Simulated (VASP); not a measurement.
# Tl2Cl (Fd-3m) in VASP: notebook

The runs below take Tl2Cl through single point, relaxation of cell and atoms, with PBE.

Everything below comes from runs of VASP 6.6.1. Logs are shortened: lines on timing, memory, paths and dates and some standing lists are left out, and cuts for length are marked.

## Step 1: The cell of the first run

The structure is cubic, space group Fd-3m (No. 227). The conventional cell has a = 9.217 Å, b = 9.217 Å, c = 9.217 Å, α = 90.00°, β = 90.00°, γ = 90.00°. Within 4.3 Å of Tl (site symmetry -3m) lie 6 Tl at 3.26 Å and 6 Cl at 3.82 Å. Cl (site symmetry -43m) has 12 Tl at 3.82 Å and 4 Cl at 3.99 Å within 5.0 Å.

## Step 2: Single point, PBE

File INCAR:

```
PREC = Accurate
ENCUT = 520
EDIFF = 1E-6
ISMEAR = 0
SIGMA = 0.1
LREAL = False
LASPH = True
NELM = 80
ALGO = Normal
ISIF = 2
LWAVE = False
LCHARG = False
GGA = PE
NBANDS = 42
```

File KPOINTS:

```
regular mesh
0
Gamma
  4 4 4
```

File POSCAR:

```
Tl2Cl
1.0
    0.0000000000      4.6083921061      4.6083921061
    4.6083921061      0.0000000000      4.6083921061
    4.6083921061      4.6083921061      0.0000000000
Tl Cl
4 2
Direct
    0.6250000000      0.6250000000      0.6250000000
    0.1250000000      0.6250000000      0.6250000000
    0.6250000000      0.6250000000      0.1250000000
    0.6250000000      0.1250000000      0.6250000000
    0.0000000000      0.0000000000      0.0000000000
    0.2500000000      0.2500000000      0.2500000000
```

Potentials or basis: VASP PAW PBE potentials, release 64 (Tl_d, Cl).

Launch:

```console
$ cat potpaw_PBE.64/Tl_d/POTCAR potpaw_PBE.64/Cl/POTCAR > POTCAR
$ mpirun -np 1 vasp_std > vasp.out
```

OUTCAR:

```text
PREC = Accurate
   ENCUT = 520
   EDIFF = 1E-6
   ISMEAR = 0
   LREAL = False
   LASPH = True
   NELM = 80
   ISIF = 2
   GGA = PE

 ion  position               nearest neighbor table
   1  0.625  0.625  0.625-   2 3.26   3 3.26   4 3.26   3 3.26   4 3.26   2 3.26
   2  0.125  0.625  0.625-   1 3.26   3 3.26   4 3.26   1 3.26   3 3.26   4 3.26
   3  0.625  0.625  0.125-   1 3.26   1 3.26   2 3.26   4 3.26   4 3.26   2 3.26
   4  0.625  0.125  0.625-   1 3.26   3 3.26   1 3.26   2 3.26   3 3.26   2 3.26
   5  0.000  0.000  0.000-
   6  0.250  0.250  0.250-

  LATTYP: Found a face centered cubic cell.
 ALAT       =     9.2167842122

  Lattice vectors:

 A1 = (   0.0000000000,   4.6083921061,   4.6083921061)
 A2 = (   4.6083921061,   0.0000000000,   4.6083921061)
 A3 = (   4.6083921061,   4.6083921061,   0.0000000000)

Analysis of symmetry for initial positions (statically):
=====================================================================
 Subroutine PRICEL returns:
 Original cell was already a primitive cell.

 Routine SETGRP: Setting up the symmetry group for a
 face centered cubic supercell.

 Subroutine GETGRP returns: Found 48 space group operations
 (whereof 24 operations were pure point group operations)
 out of a pool of 48 trial point group operations.

The static configuration has the point symmetry T_d .
 The point group associated with its full space group is O_h .

Analysis of symmetry for dynamics (positions and initial velocities):
=====================================================================
 Subroutine PRICEL returns:
 Original cell was already a primitive cell.

 Routine SETGRP: Setting up the symmetry group for a
 face centered cubic supercell.

 Subroutine GETGRP returns: Found 48 space group operations
 (whereof 24 operations were pure point group operations)
 out of a pool of 48 trial point group operations.

The dynamic configuration has the point symmetry T_d .
 The point group associated with its full space group is O_h .

 Subroutine INISYM returns: Found 48 space group operations
 (whereof 24 operations are pure point group operations),
 and found     1 'primitive' translations

----------------------------------------------------------------------------------------

                                     Primitive cell

  volume of cell :     195.7394

  direct lattice vectors                    reciprocal lattice vectors
     0.000000000  4.608392106  4.608392106    -0.108497712  0.108497712  0.108497712
     4.608392106  0.000000000  4.608392106     0.108497712 -0.108497712  0.108497712
     4.608392106  4.608392106  0.000000000     0.108497712  0.108497712 -0.108497712

  length of vectors
     6.517250617  6.517250617  6.517250617     0.187923550  0.187923550  0.187923550

  position of ions in fractional coordinates (direct lattice)
     0.625000000  0.625000000  0.625000000
     0.125000000  0.625000000  0.625000000
     0.625000000  0.625000000  0.125000000
     0.625000000  0.125000000  0.625000000
     0.000000000  0.000000000  0.000000000
     0.250000000  0.250000000  0.250000000

  ion indices of the primitive-cell ions
   primitive index   ion index
                 1           1
                 2           2
                 3           3
                 4           4
                 5           5
                 6           6

----------------------------------------------------------------------------------------

 KPOINTS: regular mesh

Automatic generation of k-mesh.
 Grid dimensions read from file:
 generate k-points for:    4    4    4

 Generating k-lattice:

  Cartesian coordinates                     Fractional coordinates (reciprocal lattice)
    -0.027124428  0.027124428  0.027124428     0.250000000  0.000000000  0.000000000
     0.027124428 -0.027124428  0.027124428     0.000000000  0.250000000  0.000000000
     0.027124428  0.027124428 -0.027124428     0.000000000  0.000000000  0.250000000

  Length of vectors
     0.046980887  0.046980887  0.046980887

  Shift w.r.t. Gamma in fractional coordinates (k-lattice)
     0.000000000  0.000000000  0.000000000

 Subroutine IBZKPT returns following result:
 ===========================================

 Found      8 irreducible k-points:

 Following reciprocal coordinates:
            Coordinates               Weight
  0.000000  0.000000  0.000000      1.000000
  0.250000  0.000000  0.000000      8.000000
  0.500000  0.000000  0.000000      4.000000
  0.250000  0.250000  0.000000      6.000000
  0.500000  0.250000  0.000000     24.000000
 -0.250000  0.250000  0.000000     12.000000
  0.500000  0.500000  0.000000      3.000000
 -0.250000  0.500000  0.250000      6.000000
   k-points           NKPTS =      8   k-points in BZ     NKDIM =      8   number of bands    NBANDS=     42
   number of dos      NEDOS =    301   number of ions     NIONS =      6
   total plane-waves  NPLWV = 110592
   dimension x,y,z NGX =    48 NGY =   48 NGZ =   48
   dimension x,y,z NGXF=    96 NGYF=   96 NGZF=   96
   ions per type =               4   2
   NGX,Y,Z   is equivalent  to a cutoff of  12.24, 12.24, 12.24 a.u.
   NGXF,Y,Z  is equivalent  to a cutoff of  24.49, 24.49, 24.49 a.u.
 SYSTEM =  unknown system
   PREC   = accura    normal or accurate (medium, high low for compatibility)
   ISTART =      0    job   : 0-new  1-cont  2-samecut
   ICHARG =      2    charge: 1-file 2-atom 10-const
   ISPIN  =      1    spin polarized calculation?
   LNONCOLLINEAR =      F non collinear calculations
   LSORBIT =      F    spin-orbit coupling
   LASPH  =      T    aspherical Exc in radial PAW
   ENCUT  =  520.0 eV  38.22 Ry    6.18 a.u.  12.12 12.12 12.12*2*pi/ulx,y,z
   NELM   =     80;   NELMIN=  2; NELMDL= -5     # of ELM steps
   EDIFF  = 0.1E-05   stopping-criterion for ELM
   LREAL  =      F    real-space projection
   EDIFFG = 0.1E-04   stopping-criterion for IOM
   NSW    =      0    number of steps for IOM
   IBRION =     -1    ionic relax: 0-MD 1-quasi-New 2-CG
   NFREE  =      0    steps in history (QN), initial steepest desc. (CG)
   ISIF   =      2    stress and relaxation
   ISYM   =      2    0-nonsym 1-usesym 2-fastsym
   POTIM  = 0.5000    time-step for ionic-motion
   TEBEG  =    0.0;   TEEND  =   0.0 temperature during run
   PSTRESS=    0.0 pullay stress
   NELECT =      66.0000    total number of electrons
   NUPDOWN=      -1.0000    fix difference up-down
   EMIN   =  10.00;   EMAX   =-10.00  energy-range for DOS
   EFERMI =   0.00;   METHOD = LEGACY
   ISMEAR =     0;   SIGMA  =   0.10  broadening in eV -4-tet -1-fermi 0-gaus
   EFERMI_NEDOS =   21; number of points for ismear=-14 and -15
   IALGO  =     38    algorithm
   IMIX   =      4    mixing-type and parameters
     AMIX     =   0.40;   BMIX     =  1.00
     AMIX_MAG =   1.60;   BMIX_MAG =  1.00
  volume/ion in A,a.u.               =      32.62       220.15
  Fermi-wavevector in a.u.,A,eV,Ry     =   1.139454  2.153255 17.665192  1.298355
  Thomas-Fermi vector in A             =   2.276157
   LORBIT       =      0    0 simple, 1 ext, 2 COOP (PROOUT), +10 PAW based schemes
   GGA     = PE    functional components
   LHFCALC =     F    Hartree Fock is set to
   AEXX    =    0.0000 exact exchange contribution
   IVDW    =     0    specifies the selected vdW correction
   LEPSILON=     F    determine dielectric tensor
   LRPA    =     F    only Hartree local field effects (RPA)
 non-spin polarized calculation
 Gauss-broadening in eV      SIGMA  =   0.10
  energy-cutoff  :      520.00
  volume of cell :      195.74
 maximum number of plane-waves:      5297
   NGX = 25   NGY = 25   NGZ = 25

 number of electron      65.9999980 magnetization

 Free energy of the ion-electron system (eV)
  ---------------------------------------------------
  ext. energy  EPLUGINS =         0.00000000
  ---------------------------------------------------
  free energy    TOTEN  =       -14.67074215 eV

  energy without entropy =      -14.66253092  energy(sigma->0) =      -14.66663653

 E-fermi :   3.5733     XC(G=0):  -8.7526

 val. band max:        3.5504405007   @ k =   0.5000   0.5000   0.0000
 cond. band min:       4.1480016040   @ k =   0.0000   0.0000   0.0000
 fundamental gap:      0.5975611034
 Fermi energy:         3.5732523160

 k-point     1 :       0.0000    0.0000    0.0000
  band No.  band energies     occupation
      1     -10.5592      2.00000
      2     -10.3334      2.00000
      3      -8.7744      2.00000
      4      -8.4946      2.00000
      5      -8.4946      2.00000
      6      -8.4946      2.00000
[... 34 lines left out ...]
     41      11.0659      0.00000
     42      11.0659      0.00000

 k-point     2 :       0.2500    0.0000    0.0000
  band No.  band energies     occupation
      1     -10.5297      2.00000
      2     -10.3597      2.00000
      3      -8.6863      2.00000
      4      -8.4637      2.00000
      5      -8.4637      2.00000
      6      -8.4547      2.00000
[... 34 lines left out ...]
     41      10.1465      0.00000
     42      10.5722      0.00000

 k-point     3 :       0.5000    0.0000    0.0000
  band No.  band energies     occupation
      1     -10.4903      2.00000
      2     -10.3953      2.00000
      3      -8.6103      2.00000
      4      -8.4523      2.00000
      5      -8.4523      2.00000
      6      -8.3308      2.00000
[... 34 lines left out ...]
     41       7.3598      0.00000
     42      10.1150      0.00000

 k-point     4 :       0.2500    0.2500    0.0000
  band No.  band energies     occupation
      1     -10.5198      2.00000
      2     -10.3684      2.00000
      3      -8.6438      2.00000
      4      -8.4761      2.00000
      5      -8.4291      2.00000
      6      -8.3901      2.00000
[... 34 lines left out ...]
     41       9.4199      0.00000
     42      10.0299      0.00000

 k-point     5 :       0.5000    0.2500    0.0000
  band No.  band energies     occupation
      1     -10.4768      2.00000
      2     -10.4074      2.00000
      3      -8.5299      2.00000
      4      -8.4188      2.00000
      5      -8.3946      2.00000
      6      -8.3521      2.00000
[... 34 lines left out ...]
     41       9.2505      0.00000
     42       9.4579      0.00000

 k-point     6 :      -0.2500    0.2500    0.0000
  band No.  band energies     occupation
      1     -10.4933      2.00000
      2     -10.3923      2.00000
      3      -8.5722      2.00000
      4      -8.4261      2.00000
      5      -8.4241      2.00000
      6      -8.3658      2.00000
[... 34 lines left out ...]
     41       9.5049      0.00000
     42       9.8841      0.00000

 k-point     7 :       0.5000    0.5000    0.0000
  band No.  band energies     occupation
      1     -10.4415      2.00000
      2     -10.4415      2.00000
      3      -8.4767      2.00000
      4      -8.4767      2.00000
      5      -8.2458      2.00000
      6      -8.2458      2.00000
[... 34 lines left out ...]
     41       7.0645      0.00000
     42       7.0645      0.00000

 k-point     8 :      -0.2500    0.5000    0.2500
  band No.  band energies     occupation
      1     -10.4413      2.00000
      2     -10.4413      2.00000
      3      -8.3939      2.00000
      4      -8.3939      2.00000
      5      -8.3805      2.00000
      6      -8.3805      2.00000
[... 34 lines left out ...]
     41       9.3081      0.00000
     42       9.3081      0.00000

------------------------ aborting loop because EDIFF is reached ----------------------------------------

  FORCE on cell =-STRESS in cart. coord.  units (eV):
  Direction    XX          YY          ZZ          XY          YZ          ZX
  --------------------------------------------------------------------------------------
  -------------------------------------------------------------------------------------
  Total        0.2239242      0.2239242      0.2239242     -0.0000000      0.0000000     -0.0000000
  in kB        1.8328774      1.8328774      1.8328774     -0.0000000      0.0000000     -0.0000000
  external PRESSURE =       1.8328774 kB  Pullay stress =       0.0000000 kB

 VOLUME and BASIS-vectors are now :
 -----------------------------------------------------------------------------
  energy-cutoff  :      520.00
  volume of cell :      195.74
      direct lattice vectors                 reciprocal lattice vectors
     0.000000000  4.608392106  4.608392106    -0.108497712  0.108497712  0.108497712
     4.608392106  0.000000000  4.608392106     0.108497712 -0.108497712  0.108497712
     4.608392106  4.608392106  0.000000000     0.108497712  0.108497712 -0.108497712

 POSITION                                       TOTAL-FORCE (eV/Angst)
 -----------------------------------------------------------------------------------
      5.76049      5.76049      5.76049        -0.000000     -0.000000      0.000000
      5.76049      3.45629      3.45629        -0.000000     -0.000000      0.000000
      3.45629      3.45629      5.76049        -0.000000     -0.000000      0.000000
      3.45629      5.76049      3.45629        -0.000000     -0.000000      0.000000
      0.00000      0.00000      0.00000        -0.000000     -0.000000     -0.000000
      2.30420      2.30420      2.30420         0.000000      0.000000      0.000000
 -----------------------------------------------------------------------------------
    total drift:                                0.000000      0.000000      0.000000

  FREE ENERGIE OF THE ION-ELECTRON SYSTEM (eV)
  ---------------------------------------------------
  free  energy   TOTEN  =       -14.6707421458 eV

  energy  without entropy=      -14.6625309179  energy(sigma->0) =      -14.66663653
```

Wall time 36 s (1 thread of Intel Xeon 6975P-C (Granite Rapids), shared host); peak memory 0.33 GiB.

Results:

```yaml
Free_energy: -14.6707 eV
Pressure: 0.2 GPa
Band_gap_on_the_k_mesh: zero (bands 33 and 34 overlap by 0.97 eV)
```

Caveat: spin-orbit coupling is left out, which moves the levels of the heavy elements.

## Step 3: Single point, PBE

This run uses another cell than the first one, of 33.09 Å³/atom.

File INCAR:

```
SYSTEM = Tl2Cl
  PREC = Accurate
  ENCUT = 520
  EDIFF = 1E-7
  ISMEAR = 0
  SIGMA = 0.1
  LREAL = .False.
  LASPH = .True.
  NELM = 80
  ALGO = Normal
  ISIF = 2
  LWAVE = .False.
  LCHARG = .False.
  GGA = PE
  NBANDS = 42
```

File KPOINTS:

```
Automatic mesh
0
Gamma
  8 8 8
  0 0 0
```

File POSCAR:

```
Tl2Cl
1.0
    0.0000000000      4.6301319110      4.6301319110
    4.6301319110      0.0000000000      4.6301319110
    4.6301319110      4.6301319110      0.0000000000
Tl Cl
4 2
Direct
    0.1250000000      0.1250000000      0.1250000000
    0.6250000000      0.1250000000      0.1250000000
    0.1250000000      0.1250000000      0.6250000000
    0.1250000000      0.6250000000      0.1250000000
    0.5000000000      0.5000000000      0.5000000000
    0.7500000000      0.7500000000      0.7500000000
```

Potentials or basis: VASP PAW PBE potentials, release 64 (Tl_d, Cl).

Launch:

```console
$ cat potpaw_PBE.64/Tl_d/POTCAR potpaw_PBE.64/Cl/POTCAR > POTCAR
$ mpirun -np 1 vasp_std > vasp.out
```

Run time: 2.4 min. Hardware: 1 thread of Intel Xeon 6975P-C (Granite Rapids), shared host; peak memory 0.43 GiB.

The run converged. Its results:

```
Free energy            : -14.6144 eV
Pressure               : -0.1 GPa
Band gap on the k mesh : zero (bands 33 and 34 overlap by 1.00 eV)
```

Levels at points of the mesh, in eV from the Fermi level:
| k point | band 30 | band 31 | band 32 | band 33 | band 34 | band 35 | band 36 | band 37 |
| --- | --- | --- | --- | --- | --- | --- | --- | --- |
| (0.00, 0.00, 0.00) | -2.78 | -2.67 | -2.67 | -2.67 | 0.38 | 0.38 | 0.38 | 0.87 |
| (0.50, 0.00, 0.00) | -2.42 | -2.22 | -2.22 | -1.06 | 0.84 | 0.84 | 2.80 | 3.17 |
| (0.50, 0.50, 0.00) | -2.43 | -2.14 | -2.14 | -0.21 | -0.21 | 3.06 | 3.06 | 3.09 |

Caveat: spin-orbit coupling is left out, which moves the levels of the heavy elements.

(Continued in part 2 of 2.)

The gap in the log of VASP goes by the Fermi energy; the results here count the filled bands.